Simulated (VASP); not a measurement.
# MgI2 in VASP: further runs

Runs on MgI2. Level: PBE. Tasks: single point.

All numbers are computed with VASP 6.6.1; they aren't measurements. Logs are shortened: lines on timing, memory, paths and dates and some standing lists are left out, and cuts for length are marked.

## (1) The cell of the first run

The cell holds a sheet with vacuum, 3 atoms: a = 4.154 Å, b = 4.154 Å, c = 18.000 Å, α = 90.00°, β = 90.00°, γ = 120.00°.

The cell was generated, and may not be a known phase.

## (2) Single point, PBE

INCAR reads:

```
SYSTEM = MgI2
PREC = Accurate ; ENCUT = 520
EDIFF = 1E-6 ; ISMEAR = 0
SIGMA = 0.1 ; LREAL = .False.
LASPH = .True. ; NELM = 60
ALGO = Normal ; ISIF = 2
LWAVE = .False. ; LCHARG = .True.
LDIPOL = .True. ; IDIPOL = 3
DIPOL = 0.5 0.5 0.500 ; GGA = PE
LELF = .True. ; LVHAR = .True.
LVACPOTAV = .True. ; NBANDS = 15
```

KPOINTS reads:

```
regular mesh
0
Gamma
  6 6 1
  0 0 0
```

POSCAR reads:

```
MgI2
1.0
    4.1537000000      0.0000000000      0.0000000000
   -2.0768500000      3.5972100000      0.0000000000
    0.0000000000      0.0000000000     18.0000000000
Mg I
1 2
Direct
    0.0000000000      0.0000000000      0.5000000000
    0.3333333300      0.6666666700      0.4076031700
    0.6666666700      0.3333333300      0.5923968300
```

Potentials or basis: VASP PAW PBE potentials, release 64 (Mg, I).

Command:

```bash
> cat potpaw_PBE.64/Mg/POTCAR potpaw_PBE.64/I/POTCAR > POTCAR
> mpirun -np 1 vasp_std > vasp.out
```

OUTCAR:

```text
SYSTEM = MgI2
   PREC = Accurate
   ENCUT = 520
   EDIFF = 1E-6
   ISMEAR = 0
   LREAL = .False.
   LASPH = .True.
   NELM = 60
   ISIF = 2
   GGA = PE

 ion  position               nearest neighbor table
   1  0.000  0.000  0.500-   2 2.92   3 2.92   3 2.92   2 2.92   3 2.92   2 2.92
   2  0.333  0.667  0.408-   1 2.92   1 2.92   1 2.92
   3  0.667  0.333  0.592-   1 2.92   1 2.92   1 2.92

  LATTYP: Found a hexagonal cell.
 ALAT       =     4.1537000000
 C/A-ratio  =     4.3334858078

  Lattice vectors:

 A1 = (   4.1537000000,   0.0000000000,   0.0000000000)
 A2 = (  -2.0768500000,   3.5972100000,   0.0000000000)
 A3 = (   0.0000000000,   0.0000000000,  18.0000000000)

Analysis of symmetry for initial positions (statically):
=====================================================================
 Subroutine PRICEL returns:
 Original cell was already a primitive cell.

 Routine SETGRP: Setting up the symmetry group for a
 hexagonal supercell.

 Subroutine GETGRP returns: Found 12 space group operations
 (whereof 12 operations were pure point group operations)
 out of a pool of 24 trial point group operations.

The static configuration has the point symmetry D_3d.

Analysis of symmetry for dynamics (positions and initial velocities):
=====================================================================
 Subroutine PRICEL returns:
 Original cell was already a primitive cell.

 Routine SETGRP: Setting up the symmetry group for a
 hexagonal supercell.

 Subroutine GETGRP returns: Found 12 space group operations
 (whereof 12 operations were pure point group operations)
 out of a pool of 24 trial point group operations.

The dynamic configuration has the point symmetry D_3d.

 Subroutine INISYM returns: Found 12 space group operations
 (whereof 12 operations are pure point group operations),
 and found     1 'primitive' translations

----------------------------------------------------------------------------------------

                                     Primitive cell

  volume of cell :     268.9512

  direct lattice vectors                    reciprocal lattice vectors
     4.153700000  0.000000000  0.000000000     0.240749212  0.138996611  0.000000000
    -2.076850000  3.597210000  0.000000000     0.000000000  0.277993223  0.000000000
     0.000000000  0.000000000 18.000000000     0.000000000  0.000000000  0.055555556

  length of vectors
     4.153700000  4.153700243 18.000000000     0.277993239  0.277993223  0.055555556

  position of ions in fractional coordinates (direct lattice)
     0.000000000  0.000000000  0.500000000
     0.333333330  0.666666670  0.407603170
     0.666666670  0.333333330  0.592396830

  ion indices of the primitive-cell ions
   primitive index   ion index
                 1           1
                 2           2
                 3           3

----------------------------------------------------------------------------------------

 KPOINTS: regular mesh

Automatic generation of k-mesh.
 Grid dimensions read from file:
 generate k-points for:    6    6    1

 Generating k-lattice:

  Cartesian coordinates                     Fractional coordinates (reciprocal lattice)
     0.040124869  0.023166102  0.000000000     0.166666667  0.000000000  0.000000000
     0.000000000  0.046332204  0.000000000     0.000000000  0.166666667  0.000000000
     0.000000000  0.000000000  0.055555556     0.000000000  0.000000000  1.000000000

  Length of vectors
     0.046332206  0.046332204  0.055555556

  Shift w.r.t. Gamma in fractional coordinates (k-lattice)
     0.000000000  0.000000000  0.000000000

 Subroutine IBZKPT returns following result:
 ===========================================

 Found      7 irreducible k-points:

 Following reciprocal coordinates:
            Coordinates               Weight
  0.000000  0.000000  0.000000      1.000000
  0.166667  0.000000  0.000000      6.000000
  0.333333  0.000000  0.000000      6.000000
  0.500000 -0.000000  0.000000      3.000000
  0.166667  0.166667  0.000000      6.000000
  0.333333  0.166667  0.000000     12.000000
  0.333333  0.333333  0.000000      2.000000
   k-points           NKPTS =      7   k-points in BZ     NKDIM =      7   number of bands    NBANDS=     15
   number of dos      NEDOS =    301   number of ions     NIONS =      3
   total plane-waves  NPLWV = 143360
   dimension x,y,z NGX =    32 NGY =   32 NGZ =  140
   dimension x,y,z NGXF=    64 NGYF=   64 NGZF=  280
   ions per type =               1   2
   NGX,Y,Z   is equivalent  to a cutoff of  12.81, 12.81, 12.93 a.u.
   NGXF,Y,Z  is equivalent  to a cutoff of  25.62, 25.62, 25.86 a.u.
 SYSTEM =  MgI2
   PREC   = accura    normal or accurate (medium, high low for compatibility)
   ISTART =      0    job   : 0-new  1-cont  2-samecut
   ICHARG =      2    charge: 1-file 2-atom 10-const
   ISPIN  =      1    spin polarized calculation?
   LNONCOLLINEAR =      F non collinear calculations
   LSORBIT =      F    spin-orbit coupling
   LASPH  =      T    aspherical Exc in radial PAW
   ENCUT  =  520.0 eV  38.22 Ry    6.18 a.u.   7.72  7.72 33.47*2*pi/ulx,y,z
   NELM   =     60;   NELMIN=  2; NELMDL= -5     # of ELM steps
   EDIFF  = 0.1E-05   stopping-criterion for ELM
   LREAL  =      F    real-space projection
   EDIFFG = 0.1E-04   stopping-criterion for IOM
   NSW    =      0    number of steps for IOM
   IBRION =     -1    ionic relax: 0-MD 1-quasi-New 2-CG
   NFREE  =      0    steps in history (QN), initial steepest desc. (CG)
   ISIF   =      2    stress and relaxation
   ISYM   =      2    0-nonsym 1-usesym 2-fastsym
   POTIM  = 0.5000    time-step for ionic-motion
   TEBEG  =    0.0;   TEEND  =   0.0 temperature during run
   PSTRESS=    0.0 pullay stress
   NELECT =      16.0000    total number of electrons
   NUPDOWN=      -1.0000    fix difference up-down
   EMIN   =  10.00;   EMAX   =-10.00  energy-range for DOS
   EFERMI =   0.00;   METHOD = LEGACY
   ISMEAR =     0;   SIGMA  =   0.10  broadening in eV -4-tet -1-fermi 0-gaus
   EFERMI_NEDOS =   21; number of points for ismear=-14 and -15
   IALGO  =     38    algorithm
   IMIX   =      4    mixing-type and parameters
     AMIX     =   0.40;   BMIX     =  1.00
     AMIX_MAG =   1.60;   BMIX_MAG =  1.00
  volume/ion in A,a.u.               =      89.65       604.99
  Fermi-wavevector in a.u.,A,eV,Ry     =   0.639083  1.207691  5.556981  0.408427
  Thomas-Fermi vector in A             =   1.704639
   LORBIT       =      0    0 simple, 1 ext, 2 COOP (PROOUT), +10 PAW based schemes
   GGA     = PE    functional components
   LHFCALC =     F    Hartree Fock is set to
   AEXX    =    0.0000 exact exchange contribution
   IVDW    =     0    specifies the selected vdW correction
   LEPSILON=     F    determine dielectric tensor
   LRPA    =     F    only Hartree local field effects (RPA)
 non-spin polarized calculation
 Gauss-broadening in eV      SIGMA  =   0.10
  energy-cutoff  :      520.00
  volume of cell :      268.95
 maximum number of plane-waves:      7261
 NGX is ok and might be reduce to    32
   NGX = 15   NGY = 15   NGZ = 67

 dipolmoment           0.000000      0.000000      0.000000 electrons x Angstroem

 number of electron      16.0000000 magnetization

 dipolmoment           0.000000      0.000000     -0.000000 electrons x Angstroem

 Free energy of the ion-electron system (eV)
  ---------------------------------------------------
  ext. energy  EPLUGINS =         0.00000000
  ---------------------------------------------------
  free energy    TOTEN  =        -7.72380176 eV

  energy without entropy =       -7.72380176  energy(sigma->0) =       -7.72380176

 E-fermi :  -2.6746     XC(G=0):  -3.6228

 val. band max:       -3.1218064749   @ k =   0.0000   0.0000   0.0000
 cond. band min:       0.5360530741   @ k =   0.5000  -0.0000   0.0000
 fundamental gap:      3.6578595489
 Fermi energy:        -2.6746017231

 k-point     1 :       0.0000    0.0000    0.0000
  band No.  band energies     occupation
      1     -14.9985      2.00000
      2     -14.4567      2.00000
      3      -6.1159      2.00000
      4      -3.7708      2.00000
      5      -3.4058      2.00000
      6      -3.4058      2.00000
      7      -3.1218      2.00000
      8      -3.1218      2.00000
      9       0.9645      0.00000
     10       1.8033      0.00000
     11       2.8799      0.00000
     12       2.9652      0.00000
     13       3.6022      0.00000
     14       3.6022      0.00000
     15       3.9720      0.00000

 k-point     2 :       0.1667    0.0000    0.0000
  band No.  band energies     occupation
      1     -14.8629      2.00000
      2     -14.3757      2.00000
      3      -6.0089      2.00000
      4      -4.4515      2.00000
      5      -3.9010      2.00000
      6      -3.7003      2.00000
      7      -3.6302      2.00000
      8      -3.2042      2.00000
      9       1.6138      0.00000
     10       2.3586      0.00000
     11       3.0251      0.00000
     12       3.0369      0.00000
     13       3.6691      0.00000
     14       4.0509      0.00000
     15       4.1559      0.00000
[... 59 lines left out ...]
      3      -6.3877      2.00000
      4      -5.7768      2.00000
      5      -4.9342      2.00000
      6      -4.5135      2.00000
      7      -3.9847      2.00000
      8      -3.6612      2.00000
      9       1.2110      0.00000
     10       2.9653      0.00000
     11       3.3527      0.00000
     12       3.5901      0.00000
     13       4.1012      0.00000
     14       4.8103      0.00000
     15       5.4485      0.00000

 k-point     7 :       0.3333    0.3333    0.0000
  band No.  band energies     occupation
      1     -14.1885      2.00000
      2     -14.1885      2.00000
      3      -6.2585      2.00000
      4      -5.5615      2.00000
      5      -5.5615      2.00000
      6      -5.0454      2.00000
      7      -3.8699      2.00000
      8      -3.8699      2.00000
      9       1.3588      0.00000
     10       3.3710      0.00000
     11       3.3710      0.00000
     12       4.8580      0.00000
     13       4.9734      0.00000
     14       5.2662      0.00000
     15       5.2662      0.00000

------------------------ aborting loop because EDIFF is reached ----------------------------------------

  FORCE on cell =-STRESS in cart. coord.  units (eV):
  Direction    XX          YY          ZZ          XY          YZ          ZX
  --------------------------------------------------------------------------------------
  -------------------------------------------------------------------------------------
  Total        0.6216246      0.6216247      0.4324604     -0.0000000      0.0000000      0.0000000
  in kB        3.7030993      3.7030999      2.5762235     -0.0000000      0.0000000      0.0000000
  external PRESSURE =       3.3274742 kB  Pullay stress =       0.0000000 kB

 VOLUME and BASIS-vectors are now :
 -----------------------------------------------------------------------------
  energy-cutoff  :      520.00
  volume of cell :      268.95
      direct lattice vectors                 reciprocal lattice vectors
     4.153700000  0.000000000  0.000000000     0.240749212  0.138996611  0.000000000
    -2.076850000  3.597210000  0.000000000     0.000000000  0.277993223  0.000000000
     0.000000000  0.000000000 18.000000000     0.000000000  0.000000000  0.055555556

 POSITION                                       TOTAL-FORCE (eV/Angst)
 -----------------------------------------------------------------------------------
      0.00000      0.00000      9.00000        -0.000000      0.000000      0.000000
     -0.00000      2.39814      7.33686         0.000000     -0.000000     -0.130536
      2.07685      1.19907     10.66314        -0.000000      0.000000      0.130536
 -----------------------------------------------------------------------------------
    total drift:                               -0.000000      0.000000     -0.000000

  FREE ENERGIE OF THE ION-ELECTRON SYSTEM (eV)
  ---------------------------------------------------
  free  energy   TOTEN  =        -7.7238017605 eV

  energy  without entropy=       -7.7238017604  energy(sigma->0) =       -7.72380176

 vacuum level on the upper side and lower side of the slab         3.276         3.276
```

Wall time 43 s (1 thread of Intel Xeon Platinum 8488C (Sapphire Rapids), shared host); peak memory 0.37 GiB.

Results:

* Free energy: -7.7238 eV
* Largest force: 0.131 eV/Å
* Band gap on the k mesh: 3.66 eV (least direct gap 4.09 eV)

Forces on the atoms (eV/Å):
```
Mg   0.000  0.000  0.000
I    0.000  0.000 -0.131
I    0.000  0.000  0.131
```

Caveat: spin-orbit coupling is left out, which moves the levels of the heavy elements.

## (3) Single point, PBE

INCAR reads:

```
  PREC = Accurate
  ENCUT = 520
  EDIFF = 1E-6
  ISMEAR = 0
  SIGMA = 0.1
  LREAL = F
  LASPH = T
  NELM = 80
  ALGO = Normal
  ISIF = 2
  LWAVE = F
  LCHARG = T
  LDIPOL = T
  IDIPOL = 3
  DIPOL = 0.5 0.5 0.500
  GGA = PE
  LELF = T
  LVHAR = T
  LVACPOTAV = T
  NBANDS = 15
```

KPOINTS reads:

```
regular mesh
0
Gamma
  6 6 1
```

POSCAR is that of step 2.

Potentials or basis: VASP PAW PBE potentials, release 64 (Mg, I).

Command:

```bash
> cat potpaw_PBE.64/Mg/POTCAR potpaw_PBE.64/I/POTCAR > POTCAR
> mpirun -np 1 vasp_std > vasp.out
```

Wall time 43 s (1 thread of Intel Xeon Platinum 8488C (Sapphire Rapids), shared host); peak memory 0.37 GiB.

It converged, with:

```
Free energy            : -7.7238 eV
Largest force          : 0.131 eV/Å
Band gap on the k mesh : 3.66 eV (least direct gap 4.09 eV)
```

Forces in eV/Å, atoms in the order of the input:
```
Mg   0.000  0.000  0.000
I    0.000  0.000 -0.131
I    0.000  0.000  0.131
```

Levels at points of the mesh, in eV from the valence-band top:
| k point | band 5 | band 6 | band 7 | band 8 | band 9 | band 10 | band 11 | band 12 |
| --- | --- | --- | --- | --- | --- | --- | --- | --- |
| (0.00, 0.00, 0.00) | -0.28 | -0.28 | 0.00 | 0.00 | 4.09 | 4.93 | 6.00 | 6.09 |
| (0.50, 0.00, 0.00) | -1.36 | -1.18 | -0.69 | -0.45 | 3.66 | 5.49 | 5.69 | 6.61 |

Caveat: spin-orbit coupling is left out, which moves the levels of the heavy elements.

## (4) Single point, PBE

This run uses another cell than the first one.

INCAR reads:

```
SYSTEM = MgI2
ALGO = Normal
DIPOL = 0.5 0.5 0.296
EDIFF = 1E-6
ENCUT = 520
GGA = PE
IDIPOL = 3
ISIF = 2
ISMEAR = 0
LASPH = .TRUE.
LCHARG = .FALSE.
LDIPOL = .TRUE.
LREAL = .FALSE.
LWAVE = .FALSE.
NBANDS = 15
NELM = 100
PREC = Accurate
SIGMA = 0.1
```

KPOINTS reads:

```
k-points
0
G
  6 6 1
  0 0 0
```

POSCAR reads:

```
MgI2
1.0
    4.1888537226      0.0000000000      0.0000000000
   -2.0944268613      3.6276537365      0.0000000000
    0.0000000000      0.0000000000     30.4525717600
Mg I
1 2
Direct
    0.0000000000      0.0000000000      0.2955415415
    0.3333333333      0.6666666667      0.2402901213
    0.6666666667      0.3333333333      0.3507929616
```

Command:

```bash
> cat potpaw_PBE.64/Mg/POTCAR potpaw_PBE.64/I/POTCAR > POTCAR
> mpirun -np 1 vasp_std > vasp.out
```

Run time: 63 s. Hardware: 1 thread of Intel Xeon Platinum 8488C (Sapphire Rapids), shared host; peak memory 0.54 GiB.

It converged, with:

```yaml
Free_energy: -7.7319 eV
Largest_force: 0.026 eV/Å
Band_gap_on_the_k_mesh: 3.62 eV (least direct gap 3.98 eV)
```

Forces in eV/Å, atoms in the order of the input:
```
Mg   0.000  0.000  0.000
I    0.000  0.000  0.026
I    0.000  0.000 -0.026
```

Levels at points of the mesh, in eV from the valence-band top:
```tsv
k point	band 4	band 5	band 6	band 7	band 8	band 9	band 10	band 11	band 12	band 13
(0.00, 0.00, 0.00)	-0.62	-0.26	-0.26	0.00	0.00	3.98	4.90	6.03	6.08	6.51
(0.50, 0.00, 0.00)	-2.76	-1.31	-1.12	-0.66	-0.42	3.62	5.47	5.72	6.60	7.40
```

Caveat: spin-orbit coupling is left out, which moves the levels of the heavy elements.

(Part 1 of 2 ends here.)
